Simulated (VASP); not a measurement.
Crystal: Fe3PdC.

```
Pd C Fe
1.0
     3.85525    0.00000    0.00000
     0.00000    3.85525    0.00000
     0.00000    0.00000    3.85525
Pd C Fe
1 1 3
Direct
  0.00000 0.00000 0.00000
  0.50000 0.50000 0.50000
  0.50000 0.50000 0.00000
  0.50000 0.00000 0.50000
  0.00000 0.50000 0.50000
```

Base run:

```yaml
Program: VASP 6.6.1
Functional: PBE
Potentials_or_basis: VASP PAW PBE potentials, release 64 (Pd, C, Fe)
Cutoff: 520 eV
k_mesh: 10 × 10 × 10
Occupations: gaussian, width 0.1 eV
Spin: no spin polarisation
```

Its results: band gap on the k mesh zero (bands 19 and 20 overlap by 0.69 eV); pressure -14.7 GPa.

**Question.** The run is repeated on the same cell with these changes: functional from PBE to r2SCAN. What comes out?

**Answer.** Band gap on the k mesh zero (bands 19 and 20 overlap by 0.80 eV); pressure -20.0 GPa.

Caveats: the cell stands under tension; the run has no spin polarisation, though such a crystal can be magnetic; the PAW data sets were made with another functional, which shifts forces and pressure a little (at least some runs).
